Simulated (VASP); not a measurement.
# Rh (P6_3/mmc) in VASP: single point with PBEsol

Aim: the single point of Rh with PBEsol.

All numbers are computed with VASP 6.6.1; they aren't measurements. Logs are shortened: lines on timing, memory, paths and dates and some standing lists are left out, and cuts for length are marked.

### Step 1. The cell of the first run

The structure is hexagonal, space group P6_3/mmc (No. 194). Conventional cell: a = 2.731 Å, b = 2.731 Å, c = 4.428 Å, α = 90.00°, β = 90.00°, γ = 120.00°. Within 3.6 Å of Rh (site symmetry -6m2) lie 12 Rh at 2.72 to 2.73 Å.

### Step 2. Single point, PBEsol

INCAR

```
SYSTEM = Rh
PREC     = Accurate       ! precision mode
ENCUT    = 520            ! plane-wave cutoff, eV
EDIFF    = 1E-6           ! SCF threshold, eV
ISMEAR   = 1              ! smearing method
SIGMA    = 0.1            ! smearing width, eV
LREAL    = .False.        ! projectors in reciprocal space
LASPH    = .True.         ! aspherical terms in the spheres
NELM     = 100            ! most SCF steps
ALGO     = Normal         ! electronic algorithm
ISIF     = 2              ! what is computed and relaxed
LWAVE    = .False.        ! write WAVECAR
LCHARG   = .False.        ! write CHGCAR
GGA      = PS             ! functional
NBANDS   = 22             ! bands
```

KPOINTS

```
Automatic mesh
0
Gamma
  11 11 6
  0 0 0
```

POSCAR

```
Rh
1.0
    2.7309790000      0.0000000000      0.0000000000
   -1.3654900000      2.3650970000      0.0000000000
    0.0000000000      0.0000000000      4.4284890000
Rh
2
Direct
    0.6666666667      0.3333333333      0.7500000000
    0.3333333333      0.6666666667      0.2500000000
```

Potentials or basis: VASP PAW PBE potentials, release 64 (Rh_pv).

Started as:

```
$ cat potpaw_PBE.64/Rh_pv/POTCAR > POTCAR
$ mpirun -np 1 vasp_std > vasp.out
```

OUTCAR:

```text
SYSTEM = Rh
   PREC = Accurate
   ENCUT = 520
   EDIFF = 1E-6
   ISMEAR = 1
   LREAL = .False.
   LASPH = .True.
   NELM = 100
   ISIF = 2
   GGA = PS

 ion  position               nearest neighbor table
   1  0.667  0.333  0.750-   2 2.72   2 2.72   2 2.72   2 2.72   2 2.72   2 2.72
   2  0.333  0.667  0.250-   1 2.72   1 2.72   1 2.72   1 2.72   1 2.72   1 2.72

  LATTYP: Found a hexagonal cell.
 ALAT       =     2.7309790000
 C/A-ratio  =     1.6215756328

  Lattice vectors:

 A1 = (   2.7309790000,   0.0000000000,   0.0000000000)
 A2 = (  -1.3654900000,   2.3650970000,   0.0000000000)
 A3 = (   0.0000000000,   0.0000000000,   4.4284890000)

Analysis of symmetry for initial positions (statically):
=====================================================================
 Subroutine PRICEL returns:
 Original cell was already a primitive cell.

 Routine SETGRP: Setting up the symmetry group for a
 hexagonal supercell.

 Subroutine GETGRP returns: Found 24 space group operations
 (whereof 12 operations were pure point group operations)
 out of a pool of 24 trial point group operations.

The static configuration has the point symmetry D_3d.
 The point group associated with its full space group is D_6h.

Analysis of symmetry for dynamics (positions and initial velocities):
=====================================================================
 Subroutine PRICEL returns:
 Original cell was already a primitive cell.

 Routine SETGRP: Setting up the symmetry group for a
 hexagonal supercell.

 Subroutine GETGRP returns: Found 24 space group operations
 (whereof 12 operations were pure point group operations)
 out of a pool of 24 trial point group operations.

The dynamic configuration has the point symmetry D_3d.
 The point group associated with its full space group is D_6h.

 Subroutine INISYM returns: Found 24 space group operations
 (whereof 12 operations are pure point group operations),
 and found     1 'primitive' translations

----------------------------------------------------------------------------------------

                                     Primitive cell

  volume of cell :      28.6037

  direct lattice vectors                    reciprocal lattice vectors
     2.730979000  0.000000000  0.000000000     0.366169055  0.211407897  0.000000000
    -1.365490000  2.365097000  0.000000000     0.000000000  0.422815639  0.000000000
     0.000000000  0.000000000  4.428489000     0.000000000  0.000000000  0.225810655

  length of vectors
     2.730979000  2.730979084  4.428489000     0.422815652  0.422815639  0.225810655

  position of ions in fractional coordinates (direct lattice)
     0.666666667  0.333333333  0.750000000
     0.333333333  0.666666667  0.250000000

  ion indices of the primitive-cell ions
   primitive index   ion index
                 1           1
                 2           2

----------------------------------------------------------------------------------------

 KPOINTS: Automatic mesh

Automatic generation of k-mesh.
 Grid dimensions read from file:
 generate k-points for:   11   11    6

 Generating k-lattice:

  Cartesian coordinates                     Fractional coordinates (reciprocal lattice)
     0.033288096  0.019218900  0.000000000     0.090909091  0.000000000  0.000000000
     0.000000000  0.038437785  0.000000000     0.000000000  0.090909091  0.000000000
     0.000000000  0.000000000  0.037635109     0.000000000  0.000000000  0.166666667

  Length of vectors
     0.038437787  0.038437785  0.037635109

  Shift w.r.t. Gamma in fractional coordinates (k-lattice)
     0.000000000  0.000000000  0.000000000

 Subroutine IBZKPT returns following result:
 ===========================================

 Found     64 irreducible k-points:

 Following reciprocal coordinates:
            Coordinates               Weight
  0.000000  0.000000  0.000000      1.000000
  0.090909  0.000000  0.000000      6.000000
  0.181818  0.000000  0.000000      6.000000
  0.272727  0.000000  0.000000      6.000000
  0.363636 -0.000000  0.000000      6.000000
  0.454545  0.000000  0.000000      6.000000
[... 16 lines left out ...]
  0.090909  0.090909  0.166667     12.000000
  0.181818  0.090909  0.166667     24.000000
 [... further k-points ...]
   k-points           NKPTS =     64   k-points in BZ     NKDIM =     64   number of bands    NBANDS=     22
   number of dos      NEDOS =    301   number of ions     NIONS =      2
   total plane-waves  NPLWV =  14400
   dimension x,y,z NGX =    20 NGY =   20 NGZ =   36
   dimension x,y,z NGXF=    40 NGYF=   40 NGZF=   72
   ions per type =               2
   NGX,Y,Z   is equivalent  to a cutoff of  12.17, 12.17, 13.51 a.u.
   NGXF,Y,Z  is equivalent  to a cutoff of  24.35, 24.35, 27.03 a.u.
 SYSTEM =  Rh
   PREC   = accura    normal or accurate (medium, high low for compatibility)
   ISTART =      0    job   : 0-new  1-cont  2-samecut
   ICHARG =      2    charge: 1-file 2-atom 10-const
   ISPIN  =      1    spin polarized calculation?
   LNONCOLLINEAR =      F non collinear calculations
   LSORBIT =      F    spin-orbit coupling
   LASPH  =      T    aspherical Exc in radial PAW
   ENCUT  =  520.0 eV  38.22 Ry    6.18 a.u.   5.08  5.08  8.23*2*pi/ulx,y,z
   NELM   =    100;   NELMIN=  2; NELMDL= -5     # of ELM steps
   EDIFF  = 0.1E-05   stopping-criterion for ELM
   LREAL  =      F    real-space projection
   EDIFFG = 0.1E-04   stopping-criterion for IOM
   NSW    =      0    number of steps for IOM
   IBRION =     -1    ionic relax: 0-MD 1-quasi-New 2-CG
   NFREE  =      0    steps in history (QN), initial steepest desc. (CG)
   ISIF   =      2    stress and relaxation
   ISYM   =      2    0-nonsym 1-usesym 2-fastsym
   POTIM  = 0.5000    time-step for ionic-motion
   TEBEG  =    0.0;   TEEND  =   0.0 temperature during run
   PSTRESS=    0.0 pullay stress
   NELECT =      30.0000    total number of electrons
   NUPDOWN=      -1.0000    fix difference up-down
   EMIN   =  10.00;   EMAX   =-10.00  energy-range for DOS
   EFERMI =   0.00;   METHOD = LEGACY
   ISMEAR =     1;   SIGMA  =   0.10  broadening in eV -4-tet -1-fermi 0-gaus
   EFERMI_NEDOS =   21; number of points for ismear=-14 and -15
   IALGO  =     38    algorithm
   IMIX   =      4    mixing-type and parameters
     AMIX     =   0.40;   BMIX     =  1.00
     AMIX_MAG =   1.60;   BMIX_MAG =  1.00
  volume/ion in A,a.u.               =      14.30        96.51
  Fermi-wavevector in a.u.,A,eV,Ry     =   1.663314  3.143208 37.642069  2.766614
  Thomas-Fermi vector in A             =   2.750053
   LORBIT       =      0    0 simple, 1 ext, 2 COOP (PROOUT), +10 PAW based schemes
   GGA     = PS    functional components
   LHFCALC =     F    Hartree Fock is set to
   AEXX    =    0.0000 exact exchange contribution
   IVDW    =     0    specifies the selected vdW correction
   LEPSILON=     F    determine dielectric tensor
   LRPA    =     F    only Hartree local field effects (RPA)
 non-spin polarized calculation
 Methfessel and Paxton  Order N= 1 SIGMA  =   0.10
  energy-cutoff  :      520.00
  volume of cell :       28.60
 maximum number of plane-waves:       785
   NGX = 11   NGY = 11   NGZ = 17

 number of electron      30.0000007 magnetization

 Free energy of the ion-electron system (eV)
  ---------------------------------------------------
  ext. energy  EPLUGINS =         0.00000000
  ---------------------------------------------------
  free energy    TOTEN  =       -16.12018004 eV

  energy without entropy =      -16.11950645  energy(sigma->0) =      -16.11995551

 E-fermi :  11.1288     XC(G=0): -13.9639

 val. band max:       11.1137798557   @ k =   0.3636   0.1818   0.3333
 cond. band min:      11.1291312224   @ k =   0.0909   0.0909   0.3333
 fundamental gap:      0.0153513667
 Fermi energy:        11.1288284528

 k-point     1 :       0.0000    0.0000    0.0000
  band No.  band energies     occupation
      1     -35.8645      2.00000
      2     -35.2939      2.00000
      3     -35.2939      2.00000
      4     -35.2111      2.00000
      5     -35.2007      2.00000
      6     -35.2007      2.00000
[... 14 lines left out ...]
     21      29.1158      0.00000
     22      29.7218      0.00000

 k-point     2 :       0.0909    0.0000    0.0000
  band No.  band energies     occupation
      1     -35.8477      2.00000
      2     -35.3319      2.00000
      3     -35.3062      2.00000
      4     -35.2401      2.00000
      5     -35.2180      2.00000
      6     -35.2068      2.00000
[... 14 lines left out ...]
     21      29.4274      0.00000
     22      29.8101      0.00000

 k-point     3 :       0.1818    0.0000    0.0000
  band No.  band energies     occupation
      1     -35.8004      2.00000
      2     -35.4342      2.00000
      3     -35.3442      2.00000
      4     -35.3383      2.00000
      5     -35.2390      2.00000
      6     -35.2243      2.00000
[... 14 lines left out ...]
     21      29.4213      0.00000
     22      29.5928      0.00000

 k-point     4 :       0.2727    0.0000    0.0000
  band No.  band energies     occupation
      1     -35.7309      2.00000
      2     -35.5684      2.00000
      3     -35.4769      2.00000
      4     -35.3789      2.00000
      5     -35.2740      2.00000
      6     -35.2482      2.00000
[... 14 lines left out ...]
     21      27.1604      0.00000
     22      27.8790      0.00000

 k-point     5 :       0.3636   -0.0000    0.0000
  band No.  band energies     occupation
      1     -35.6918      2.00000
      2     -35.6530      2.00000
      3     -35.5953      2.00000
      4     -35.4152      2.00000
      5     -35.3200      2.00000
      6     -35.2710      2.00000
[... 14 lines left out ...]
     21      25.2615      0.00000
     22      26.3951      0.00000

 k-point     6 :       0.4545    0.0000    0.0000
  band No.  band energies     occupation
      1     -35.7652      2.00000
      2     -35.6643      2.00000
      3     -35.5919      2.00000
      4     -35.4364      2.00000
      5     -35.3621      2.00000
      6     -35.2848      2.00000
[... 14 lines left out ...]
     21      24.1121      0.00000
     22      25.3135      0.00000

 k-point     7 :       0.0909    0.0909    0.0000
  band No.  band energies     occupation
      1     -35.8157      2.00000
      2     -35.3946      2.00000
      3     -35.3498      2.00000
      4     -35.2924      2.00000
      5     -35.2320      2.00000
      6     -35.2243      2.00000
[... 324 lines left out ...]
      6     -35.2570      2.00000
[... 14 lines left out ...]
     21      27.5386      0.00000
     22      27.5887      0.00000

 k-point    21 :       0.3636   -0.0000    0.1667
  band No.  band energies     occupation
      1     -35.7415      2.00000
      2     -35.6327      2.00000
      3     -35.5666      2.00000
      4     -35.4056      2.00000
      5     -35.3187      2.00000
      6     -35.2807      2.00000
[... 14 lines left out ...]
     21      25.7848      0.00000
     22      25.7990      0.00000

 k-point    22 :       0.4545    0.0000    0.1667
  band No.  band energies     occupation
      1     -35.7931      2.00000
      2     -35.6962      2.00000
      3     -35.5405      2.00000
      4     -35.4263      2.00000
      5     -35.3525      2.00000
      6     -35.2950      2.00000
[... 14 lines left out ...]
     21      24.6861      0.00000
     22      25.2134      0.00000

 k-point    23 :       0.0909    0.0909    0.1667
  band No.  band energies     occupation
      1     -35.7824      2.00000
      2     -35.3841      2.00000
      3     -35.3579      2.00000
      4     -35.3125      2.00000
      5     -35.2423      2.00000
      6     -35.2315      2.00000
[... 14 lines left out ...]
     21      28.6462      0.00000
     22      29.5172      0.00000

 k-point    24 :       0.1818    0.0909    0.1667
  band No.  band energies     occupation
      1     -35.7400      2.00000
      2     -35.4878      2.00000
      3     -35.4614      2.00000
      4     -35.3564      2.00000
      5     -35.2690      2.00000
      6     -35.2583      2.00000
[... 14 lines left out ...]
     21      26.9212      0.00000
     22      28.3419      0.00000

 [... further k-points ...]

------------------------ aborting loop because EDIFF is reached ----------------------------------------

  FORCE on cell =-STRESS in cart. coord.  units (eV):
  Direction    XX          YY          ZZ          XY          YZ          ZX
  --------------------------------------------------------------------------------------
  -------------------------------------------------------------------------------------
  Total       -2.4142213     -2.4142209     -2.5942346      0.0000005     -0.0000000      0.0000000
  in kB     -135.2274232   -135.2274013   -145.3104827      0.0000286     -0.0000000      0.0000000
  external PRESSURE =    -138.5884357 kB  Pullay stress =       0.0000000 kB

 VOLUME and BASIS-vectors are now :
 -----------------------------------------------------------------------------
  energy-cutoff  :      520.00
  volume of cell :       28.60
      direct lattice vectors                 reciprocal lattice vectors
     2.730979000  0.000000000  0.000000000     0.366169055  0.211407897  0.000000000
    -1.365490000  2.365097000  0.000000000     0.000000000  0.422815639  0.000000000
     0.000000000  0.000000000  4.428489000     0.000000000  0.000000000  0.225810655

 POSITION                                       TOTAL-FORCE (eV/Angst)
 -----------------------------------------------------------------------------------
      1.36549      0.78837      3.32137         0.000000     -0.000000      0.000000
     -0.00000      1.57673      1.10712        -0.000000      0.000000      0.000000
 -----------------------------------------------------------------------------------
    total drift:                                0.000000     -0.000000      0.000000

  FREE ENERGIE OF THE ION-ELECTRON SYSTEM (eV)
  ---------------------------------------------------
  free  energy   TOTEN  =       -16.1201800372 eV

  energy  without entropy=      -16.1195064550  energy(sigma->0) =      -16.11995551
```

Wall time 59 s (1 thread of AMD EPYC 7R13, shared host); peak memory 0.13 GiB.

What came out:

```
Free energy            : -16.1202 eV
Pressure               : -13.9 GPa
Band gap on the k mesh : zero (band 15 reaches 11.72 eV, above the bottom of band 16 at 9.49 eV)
```

Caveat: the PAW data sets were made with another functional, which shifts forces and pressure a little.
